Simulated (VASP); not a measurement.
# Ta2AlC2N: single point with PBE

Ta2AlC2N:

```
CELL_PARAMETERS angstrom
-1.94234 1.94234 5.17904
1.94234 -1.94234 5.17904
1.94234 1.94234 -5.17904
ATOMIC_POSITIONS crystal
Ta 0.64575 0.64575 0.00000
Ta 0.35425 0.35425 0.00000
Al 0.00000 0.00000 0.00000
C 0.25000 0.75000 0.50000
C 0.75000 0.25000 0.50000
N 0.50000 0.50000 0.00000
```

The cell was generated, and may not be a known phase.

- Program: VASP 6.6.1
- Task: single point
- Functional: PBE
- Potentials or basis: VASP PAW PBE potentials, release 64 (Ta_pv, Al, C, N)
- Cutoff: 600 eV
- k mesh: 6 × 6 × 6
- Occupations: gaussian, width 0.1 eV
- Spin: collinear spin
- Starting moments: [1.0, 1.0, 0.0, 0.0, 0.0, 0.0] μB
- Dipole correction: no
- Further INCAR settings: ALGO = Normal; EDIFF = 1e-06; NBANDS = 32

```
Pressure                                              : 68.1 GPa
Largest force                                         : 35.129 eV/Å
Band gap on the k mesh                                : zero (filled and empty bands overlap)
Net moment                                            : 0.00 μB per cell
Valence electrons inside the program's atomic spheres : Ta 9.68; Al 0.80; C 2.33; N 4.39
```

Forces in eV/Å, atoms in the order of the input:
```
Ta    0.000   0.000  35.129
Ta    0.000   0.000 -35.129
Al    0.000   0.000   0.000
C     0.000   0.000   0.000
C     0.000   0.000   0.000
N     0.000   0.000   0.000
```

Stress tensor (GPa, compression positive):
```
  8.86   0.00   0.00
  0.00   8.86   0.00
  0.00   0.00 186.63
```

Levels at points of the mesh, in eV from the Fermi level:
Spin up:
```csv
k point,band 15,band 16,band 17,band 18,band 19,band 20,band 21,band 22,band 23,band 24
"(0.00, 0.00, 0.00)",-4.35,-4.35,-4.00,0.22,0.89,0.89,2.21,3.67,3.67,3.97
"(0.50, 0.00, 0.00)",-3.61,-2.52,-2.19,-1.91,-0.79,-0.51,0.25,1.09,2.46,3.41
"(0.50, 0.50, 0.00)",-2.66,-1.98,-1.46,-1.04,-0.94,0.35,1.20,1.25,1.25,2.45
"(0.50, 0.50, 0.50)",-3.22,-3.22,-0.75,-0.75,-0.50,0.72,0.79,1.45,2.02,4.42
```
Spin down:
| k point | band 15 | band 16 | band 17 | band 18 | band 19 | band 20 | band 21 | band 22 | band 23 | band 24 |
| --- | --- | --- | --- | --- | --- | --- | --- | --- | --- | --- |
| (0.00, 0.00, 0.00) | -4.35 | -4.35 | -4.00 | 0.22 | 0.89 | 0.89 | 2.21 | 3.67 | 3.67 | 3.97 |
| (0.50, 0.00, 0.00) | -3.61 | -2.52 | -2.19 | -1.91 | -0.79 | -0.51 | 0.25 | 1.09 | 2.46 | 3.41 |
| (0.50, 0.50, 0.00) | -2.66 | -1.98 | -1.46 | -1.04 | -0.94 | 0.35 | 1.20 | 1.25 | 1.25 | 2.45 |
| (0.50, 0.50, 0.50) | -3.22 | -3.22 | -0.75 | -0.75 | -0.50 | 0.72 | 0.79 | 1.45 | 2.02 | 4.42 |

Wall time 5.4 min on 1 thread of Oxide Virtual Turin-like Processor, on a shared host, peak memory 0.47 GiB.

Caveat: atoms lie so close that the PAW spheres overlap strongly, which falsifies energies and pressures; the stress differs along the axes, from 9 to 187 GPa; spin-orbit coupling is left out, which moves the levels of the heavy elements; forces of over 1 eV/Å act on the atoms, so gaps and moduli don't describe the material at rest.
